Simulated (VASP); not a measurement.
# RbAs4 (C2/m) in VASP: single point with PBE

Aim: the single point of RbAs4 with PBE.

Program: VASP 6.6.1. These are calculated values, not measurements. Logs are shortened: lines on timing, memory, paths and dates and some standing lists are left out, and cuts for length are marked.

## Step 1: The cell of the first run

The structure is monoclinic, space group C2/m (No. 12). The conventional cell has a = 5.619 Å, b = 3.359 Å, c = 13.633 Å, α = 90.00°, β = 98.22°, γ = 90.00°. Within 4.3 Å of Rb (site symmetry 2/m) lie 6 Rb at 3.27 to 3.36 Å and 6 As at 3.44 to 3.63 Å. Within 4.2 Å of As (site symmetry m) lie 9 As at 3.21 to 3.36 Å and 3 Rb at 3.44 to 3.63 Å. As (site symmetry m) has 12 As at 2.86 to 3.36 Å within 3.8 Å.

## Step 2: Single point, PBE

INCAR reads:

```
SYSTEM = RbAs4
PREC = Accurate
ENCUT = 520
EDIFF = 1E-7
ISMEAR = 0
SIGMA = 0.1
LREAL = .FALSE.
LASPH = .TRUE.
NELM = 100
ALGO = Normal
ISIF = 2
LWAVE = .FALSE.
LCHARG = .TRUE.
GGA = PE
LELF = .TRUE.
LVHAR = .TRUE.
NBANDS = 22
```

KPOINTS reads:

```
Automatic mesh
0
G
  6 6 2
  0 0 0
```

POSCAR reads:

```
RbAs4
1.0
    2.8094086000     -1.6797406400      0.0000000000
    2.8094086000      1.6797406400      0.0000000000
   -1.9500773100      0.0000000000     13.4927217700
Rb As
1 4
Direct
    0.0000000000      0.0000000000      0.0000000000
    0.3752988600      0.3752988600      0.2228321000
    0.8101090200      0.8101090200      0.4181783800
    0.1898909800      0.1898909800      0.5818216200
    0.6247011400      0.6247011400      0.7771679000
```

Potentials or basis: VASP PAW PBE potentials, release 64 (Rb_sv, As).

The run is started by

```bash
$ cat potpaw_PBE.64/Rb_sv/POTCAR potpaw_PBE.64/As/POTCAR > POTCAR
$ mpirun -np 1 vasp_std > vasp.out
```

OUTCAR:

```text
SYSTEM = RbAs4
   PREC = Accurate
   ENCUT = 520
   EDIFF = 1E-7
   ISMEAR = 0
   LREAL = .FALSE.
   LASPH = .TRUE.
   NELM = 100
   ISIF = 2
   GGA = PE

 ion  position               nearest neighbor table
   1  0.000  0.000  0.000-   2 3.44   5 3.44   5 3.63   5 3.63   2 3.63   2 3.63
   2  0.375  0.375  0.223-   1 3.44   1 3.63   1 3.63
   3  0.810  0.810  0.418-   4 2.86
   4  0.190  0.190  0.582-   3 2.86
   5  0.625  0.625  0.777-   1 3.44   1 3.63   1 3.63

  LATTYP: Found a base centered monoclinic cell.
 ALAT       =     5.6188172000
 B/A-ratio  =     0.5978983050
 C/A-ratio  =     2.4262960418
 COS(beta)  =    -0.1430418559

  Lattice vectors:

 A1 = (   2.8094086000,  -1.6797406400,   0.0000000000)
 A2 = (   2.8094086000,   1.6797406400,   0.0000000000)
 A3 = (  -1.9500773100,   0.0000000000,  13.4927217700)

Analysis of symmetry for initial positions (statically):
=====================================================================
 Subroutine PRICEL returns:
 Original cell was already a primitive cell.

 Routine SETGRP: Setting up the symmetry group for a
 base centered monoclinic supercell.

 Subroutine GETGRP returns: Found  4 space group operations
 (whereof  4 operations were pure point group operations)
 out of a pool of  4 trial point group operations.

The static configuration has the point symmetry C_2h.

Analysis of symmetry for dynamics (positions and initial velocities):
=====================================================================
 Subroutine PRICEL returns:
 Original cell was already a primitive cell.

 Routine SETGRP: Setting up the symmetry group for a
 base centered monoclinic supercell.

 Subroutine GETGRP returns: Found  4 space group operations
 (whereof  4 operations were pure point group operations)
 out of a pool of  4 trial point group operations.

The dynamic configuration has the point symmetry C_2h.

 Subroutine INISYM returns: Found  4 space group operations
 (whereof  4 operations are pure point group operations),
 and found     1 'primitive' translations

----------------------------------------------------------------------------------------

                                     Primitive cell

  volume of cell :     127.3464

  direct lattice vectors                    reciprocal lattice vectors
     2.809408600 -1.679740640  0.000000000     0.177973400 -0.297665001  0.025722156
     2.809408600  1.679740640  0.000000000     0.177973400  0.297665001  0.025722156
    -1.950077310  0.000000000 13.492721770     0.000000000  0.000000000  0.074114031

  length of vectors
     3.273271345  3.273271345 13.632913932     0.347765170  0.347765170  0.074114031

  position of ions in fractional coordinates (direct lattice)
     0.000000000  0.000000000  0.000000000
     0.375298860  0.375298860  0.222832100
     0.810109020  0.810109020  0.418178380
     0.189890980  0.189890980  0.581821620
     0.624701140  0.624701140  0.777167900

  ion indices of the primitive-cell ions
   primitive index   ion index
                 1           1
                 2           2
                 3           3
                 4           4
                 5           5

----------------------------------------------------------------------------------------

 KPOINTS: Automatic mesh

Automatic generation of k-mesh.
 Grid dimensions read from file:
 generate k-points for:    6    6    2

 Generating k-lattice:

  Cartesian coordinates                     Fractional coordinates (reciprocal lattice)
     0.029662233 -0.049610834  0.004287026     0.166666667  0.000000000 -0.000000000
     0.029662233  0.049610834  0.004287026     0.000000000  0.166666667 -0.000000000
     0.000000000  0.000000000  0.037057016     0.000000000  0.000000000  0.500000000

  Length of vectors
     0.057960862  0.057960862  0.037057016

  Shift w.r.t. Gamma in fractional coordinates (k-lattice)
     0.000000000  0.000000000  0.000000000

 Subroutine IBZKPT returns following result:
 ===========================================

 Found     26 irreducible k-points:

 Following reciprocal coordinates:
            Coordinates               Weight
  0.000000  0.000000  0.000000      1.000000
  0.166667  0.000000 -0.000000      4.000000
  0.333333  0.000000 -0.000000      4.000000
  0.500000  0.000000  0.000000      2.000000
  0.166667  0.166667 -0.000000      2.000000
  0.333333  0.166667  0.000000      4.000000
[... 16 lines left out ...]
  0.333333  0.333333  0.500000      2.000000
  0.500000  0.333333  0.500000      4.000000
 [... further k-points ...]
   k-points           NKPTS =     26   k-points in BZ     NKDIM =     26   number of bands    NBANDS=     22
   number of dos      NEDOS =    301   number of ions     NIONS =      5
   total plane-waves  NPLWV =  62208
   dimension x,y,z NGX =    24 NGY =   24 NGZ =  108
   dimension x,y,z NGXF=    48 NGYF=   48 NGZF=  216
   ions per type =               1   4
   NGX,Y,Z   is equivalent  to a cutoff of  12.19, 12.19, 13.17 a.u.
   NGXF,Y,Z  is equivalent  to a cutoff of  24.38, 24.38, 26.34 a.u.
 SYSTEM =  RbAs4
   PREC   = accura    normal or accurate (medium, high low for compatibility)
   ISTART =      0    job   : 0-new  1-cont  2-samecut
   ICHARG =      2    charge: 1-file 2-atom 10-const
   ISPIN  =      1    spin polarized calculation?
   LNONCOLLINEAR =      F non collinear calculations
   LSORBIT =      F    spin-orbit coupling
   LASPH  =      T    aspherical Exc in radial PAW
   ENCUT  =  520.0 eV  38.22 Ry    6.18 a.u.   6.09  6.09 25.35*2*pi/ulx,y,z
   NELM   =    100;   NELMIN=  2; NELMDL= -5     # of ELM steps
   EDIFF  = 0.1E-06   stopping-criterion for ELM
   LREAL  =      F    real-space projection
   EDIFFG = 0.1E-05   stopping-criterion for IOM
   NSW    =      0    number of steps for IOM
   IBRION =     -1    ionic relax: 0-MD 1-quasi-New 2-CG
   NFREE  =      0    steps in history (QN), initial steepest desc. (CG)
   ISIF   =      2    stress and relaxation
   ISYM   =      2    0-nonsym 1-usesym 2-fastsym
   POTIM  = 0.5000    time-step for ionic-motion
   TEBEG  =    0.0;   TEEND  =   0.0 temperature during run
   PSTRESS=    0.0 pullay stress
   NELECT =      29.0000    total number of electrons
   NUPDOWN=      -1.0000    fix difference up-down
   EMIN   =  10.00;   EMAX   =-10.00  energy-range for DOS
   EFERMI =   0.00;   METHOD = LEGACY
   ISMEAR =     0;   SIGMA  =   0.10  broadening in eV -4-tet -1-fermi 0-gaus
   EFERMI_NEDOS =   21; number of points for ismear=-14 and -15
   IALGO  =     38    algorithm
   IMIX   =      4    mixing-type and parameters
     AMIX     =   0.40;   BMIX     =  1.00
     AMIX_MAG =   1.60;   BMIX_MAG =  1.00
  volume/ion in A,a.u.               =      25.47       171.88
  Fermi-wavevector in a.u.,A,eV,Ry     =   0.999720  1.889198 13.598221  0.999441
  Thomas-Fermi vector in A             =   2.132029
   LORBIT       =      0    0 simple, 1 ext, 2 COOP (PROOUT), +10 PAW based schemes
   GGA     = PE    functional components
   LHFCALC =     F    Hartree Fock is set to
   AEXX    =    0.0000 exact exchange contribution
   IVDW    =     0    specifies the selected vdW correction
   LEPSILON=     F    determine dielectric tensor
   LRPA    =     F    only Hartree local field effects (RPA)
 non-spin polarized calculation
 Gauss-broadening in eV      SIGMA  =   0.10
  energy-cutoff  :      520.00
  volume of cell :      127.35
 maximum number of plane-waves:      3454
   NGX = 13   NGY = 13   NGZ = 51

 number of electron      29.0000002 magnetization

 Free energy of the ion-electron system (eV)
  ---------------------------------------------------
  ext. energy  EPLUGINS =         0.00000000
  ---------------------------------------------------
  free energy    TOTEN  =       -16.67129763 eV

  energy without entropy =      -16.64558809  energy(sigma->0) =      -16.65844286

 E-fermi :   3.8706     XC(G=0):  -9.4992

 val. band max:        3.8693313730   @ k =   0.3333   0.3333  -0.0000
 cond. band min:       3.9102766657   @ k =   0.5000   0.3333  -0.0000
 fundamental gap:      0.0409452927
 Fermi energy:         3.8706023627

 k-point     1 :       0.0000    0.0000    0.0000
  band No.  band energies     occupation
      1     -25.3476      2.00000
      2      -9.5615      2.00000
      3      -9.5009      2.00000
      4      -8.3130      2.00000
      5      -8.2034      2.00000
      6      -7.8750      2.00000
[... 14 lines left out ...]
     21       7.9035      0.00000
     22       8.8553      0.00000

 k-point     2 :       0.1667    0.0000   -0.0000
  band No.  band energies     occupation
      1     -25.2520      2.00000
      2      -9.3274      2.00000
      3      -9.1400      2.00000
      4      -8.9705      2.00000
      5      -8.3624      2.00000
      6      -7.5354      2.00000
[... 14 lines left out ...]
     21       7.6864      0.00000
     22       8.0952      0.00000

 k-point     3 :       0.3333    0.0000   -0.0000
  band No.  band energies     occupation
      1     -25.0519      2.00000
      2     -10.1365      2.00000
      3      -8.9664      2.00000
      4      -8.6090      2.00000
      5      -7.9487      2.00000
      6      -6.5844      2.00000
[... 14 lines left out ...]
     21       7.1630      0.00000
     22       7.7412      0.00000

 k-point     4 :       0.5000    0.0000    0.0000
  band No.  band energies     occupation
      1     -24.9468      2.00000
      2     -10.6508      2.00000
      3      -8.7831      2.00000
      4      -8.7248      2.00000
      5      -6.7777      2.00000
      6      -5.8232      2.00000
[... 14 lines left out ...]
     21       6.8938      0.00000
     22       7.4352      0.00000

 k-point     5 :       0.1667    0.1667   -0.0000
  band No.  band energies     occupation
      1     -25.2407      2.00000
      2      -9.3139      2.00000
      3      -9.1052      2.00000
      4      -8.9260      2.00000
      5      -8.4766      2.00000
      6      -7.5367      2.00000
[... 14 lines left out ...]
     21       7.4440      0.00000
     22       8.2857      0.00000

 k-point     6 :       0.3333    0.1667    0.0000
  band No.  band energies     occupation
      1     -25.0855      2.00000
      2      -9.7818      2.00000
      3      -9.0322      2.00000
      4      -8.7557      2.00000
      5      -8.2643      2.00000
      6      -6.8558      2.00000
[... 14 lines left out ...]
     21       7.1368      0.00000
     22       7.6609      0.00000

 k-point     7 :       0.5000    0.1667   -0.0000
  band No.  band energies     occupation
      1     -24.9352      2.00000
      2     -10.4149      2.00000
      3      -9.1266      2.00000
      4      -8.7699      2.00000
      5      -6.8843      2.00000
      6      -5.8332      2.00000
[... 324 lines left out ...]
      6      -5.8095      2.00000
[... 14 lines left out ...]
     21       6.8785      0.00000
     22       7.7276      0.00000

 k-point    21 :      -0.3333    0.1667    0.5000
  band No.  band energies     occupation
      1     -24.9478      2.00000
      2     -10.3349      2.00000
      3      -9.1681      2.00000
      4      -8.7891      2.00000
      5      -6.9809      2.00000
      6      -5.8332      2.00000
[... 14 lines left out ...]
     21       6.7395      0.00000
     22       7.5728      0.00000

 k-point    22 :      -0.1667    0.1667    0.5000
  band No.  band energies     occupation
      1     -25.1094      2.00000
      2      -9.6764      2.00000
      3      -9.0727      2.00000
      4      -8.7599      2.00000
      5      -8.3364      2.00000
      6      -6.9620      2.00000
[... 14 lines left out ...]
     21       7.2299      0.00000
     22       7.5618      0.00000

 k-point    23 :       0.3333    0.3333    0.5000
  band No.  band energies     occupation
      1     -25.0158      2.00000
      2     -10.1468      2.00000
      3      -8.9133      2.00000
      4      -8.7820      2.00000
      5      -7.8253      2.00000
      6      -6.5331      2.00000
[... 14 lines left out ...]
     21       6.8002      0.00000
     22       8.1934      0.00000

 k-point    24 :       0.5000    0.3333    0.5000
  band No.  band energies     occupation
      1     -24.9104      2.00000
      2     -10.4181      2.00000
      3      -9.2378      2.00000
      4      -8.7336      2.00000
      5      -6.7641      2.00000
      6      -5.8177      2.00000
[... 14 lines left out ...]
     21       6.5351      0.00000
     22       8.1615      0.00000

 [... further k-points ...]

------------------------ aborting loop because EDIFF is reached ----------------------------------------

  FORCE on cell =-STRESS in cart. coord.  units (eV):
  Direction    XX          YY          ZZ          XY          YZ          ZX
  --------------------------------------------------------------------------------------
  -------------------------------------------------------------------------------------
  Total       -2.5047136     -0.9514411     -6.3593328      0.0000000      0.0000000      0.6166110
  in kB      -31.5124348    -11.9703205    -80.0083729      0.0000000      0.0000000      7.7577387
  external PRESSURE =     -41.1637094 kB  Pullay stress =       0.0000000 kB

 VOLUME and BASIS-vectors are now :
 -----------------------------------------------------------------------------
  energy-cutoff  :      520.00
  volume of cell :      127.35
      direct lattice vectors                 reciprocal lattice vectors
     2.809408600 -1.679740640  0.000000000     0.177973400 -0.297665001  0.025722156
     2.809408600  1.679740640  0.000000000     0.177973400  0.297665001  0.025722156
    -1.950077310  0.000000000 13.492721770     0.000000000  0.000000000  0.074114031

 POSITION                                       TOTAL-FORCE (eV/Angst)
 -----------------------------------------------------------------------------------
      0.00000      0.00000      0.00000         0.000000      0.000000      0.000000
      1.67420      0.00000      3.00661         0.008808      0.000000      0.427912
      3.73637      0.00000      5.64236         0.130901      0.000000      0.644356
     -0.06763      0.00000      7.85036        -0.130901      0.000000     -0.644356
      1.99454      0.00000     10.48611        -0.008808      0.000000     -0.427912
 -----------------------------------------------------------------------------------
    total drift:                               -0.000000      0.000000     -0.000000

  FREE ENERGIE OF THE ION-ELECTRON SYSTEM (eV)
  ---------------------------------------------------
  free  energy   TOTEN  =       -16.6712976280 eV

  energy  without entropy=      -16.6455880925  energy(sigma->0) =      -16.65844286
```

Wall time 1.8 min (1 thread of Oxide Virtual Turin-like, shared host); peak memory 0.22 GiB.

Results:

| Item | Value |
| --- | --- |
| Free energy | -16.6713 eV |
| Pressure | -4.1 GPa |
| Largest force | 0.658 eV/Å |
| Band gap on the k mesh | zero (an odd number of electrons rules out a gap without spin polarisation) |

Forces in eV/Å, atoms in the order of the input:
```
Rb   0.000  0.000  0.000
As   0.009  0.000  0.428
As   0.131  0.000  0.644
As  -0.131  0.000 -0.644
As  -0.009  0.000 -0.428
```

Caveat: the k points lie up to 0.36 Å⁻¹ apart, too coarse for converged energies and pressures of a metal.
